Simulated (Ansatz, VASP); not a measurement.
**TiAl3 in VASP and in Ansatz**

```xyz
4
Lattice="2.8954 0.0000 0.0000 0.0000 4.7731 0.0000 0.0000 0.0000 4.9969" Properties=species:S:1:pos:R:3 pbc="T T T"
Ti    0.0000    2.3865    0.8291
Al    0.0000    0.0000    4.1769
Al    1.4477    0.0000    1.6535
Al    1.4477    2.3865    3.3343
```

Alike in both runs: task single point; functional LDA; k mesh 9 × 6 × 6; occupations fermi-dirac, width 0.05 eV; no spin polarisation.

|  | VASP | Ansatz |
| --- | --- | --- |
| version | VASP 6.6.1 | Ansatz 0.2.0 |
| potentials or method | VASP PAW LDA potentials, release 64 (Ti_sv, Al) | Ansatz PAW |
| plane-wave cutoff (eV) | 520 | 420 |
| valence electrons in the cell | 21 | 21 |

Ansatz gave:

| Quantity | Value |
| --- | --- |
| gap on the k mesh at the Fermi level (eV) | none |
| pressure (GPa) | -9.5 |
| traceless stress, the component that is largest in VASP (GPa) | -1.85 |
| rms of the force components (eV/Å) | 0.041 |

**Question.** Estimate VASP's values.

**Answer.** gap on the k mesh at the Fermi level (eV): none; pressure (GPa): -9.5; traceless stress, the component that is largest in VASP (GPa): -1.86; rms of the force components (eV/Å): 0.040.

LDA's correlation is that of Perdew and Zunger in VASP and of Perdew and Wang (1992) in Ansatz. Atom by atom the forces differ by 0.001 eV/Å (rms over components). A gap of «none» marks a metal or a gap that the smearing closes.
